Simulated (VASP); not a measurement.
Set up this calculation in VASP 6.6.1, as the native input.

* Task: single point
* Functional: r2SCAN
* Potentials or basis: VASP PAW PBE potentials, release 64 (W_sv)
* Cutoff: 520 eV
* k mesh: 9 × 9 × 9
* Occupations: fermi-dirac, width 0.1 eV
* Spin: no spin polarisation
* Dipole correction: no
* Further INCAR settings: ALGO = Normal; EDIFF = 1e-06; NBANDS = 13

W:

```xyz
1
Lattice="-1.5848 1.5848 1.5848 1.5848 -1.5848 1.5848 1.5848 1.5848 -1.5848" Properties=species:S:1:pos:R:3 pbc="T T T"
W     0.0000    0.0000    0.0000
```

One way to write it, as run:

POSCAR

```
W
1.0
   -1.5848038465      1.5848038465      1.5848038465
    1.5848038465     -1.5848038465      1.5848038465
    1.5848038465      1.5848038465     -1.5848038465
W
1
Direct
    0.0000000000      0.0000000000      0.0000000000
```

INCAR.step1

```
SYSTEM = W
ALGO = Normal ; EDIFF = 1E-4
ENCUT = 520 ; GGA = PE
ISMEAR = -1 ; LASPH = .TRUE.
LCHARG = .FALSE. ; LREAL = .FALSE.
LWAVE = .TRUE. ; NBANDS = 13
NELM = 100 ; PREC = Accurate
SIGMA = 0.1
```

INCAR.step2

```
SYSTEM = W
ALGO = Normal ; EDIFF = 1E-6
ENCUT = 520 ; ISIF = 2
ISMEAR = -1 ; ISTART = 1
LASPH = .TRUE. ; LCHARG = .FALSE.
LMIXTAU = .TRUE. ; LREAL = .FALSE.
LWAVE = .FALSE. ; METAGGA = R2SCAN
NBANDS = 13 ; NELM = 100
PREC = Accurate ; SIGMA = 0.1
```

KPOINTS

```
k-points
0
G
  9 9 9
  0 0 0
```

Potentials or basis: VASP PAW PBE potentials, release 64 (W_sv).

Launch:

```bash
$ cat potpaw_PBE.64/W_sv/POTCAR > POTCAR
$ cp INCAR.step1 INCAR
$ mpirun -np 1 vasp_std > vasp.out
$ cp INCAR.step2 INCAR
$ mpirun -np 1 vasp_std > vasp.out
```

It gave:

The pressure is 0.8 GPa and the band gap on the k mesh is zero (band 7 reaches 15.33 eV, above the bottom of band 8 at 9.95 eV).

Caveat: the PAW data sets were made with another functional, which shifts forces and pressure a little; spin-orbit coupling is left out, which moves the levels of the heavy elements.

Run time: 23 s on 1 thread of Intel(R) Xeon(R) Platinum 8488C (Sapphire Rapids) (shared host), peak memory 0.13 GiB.
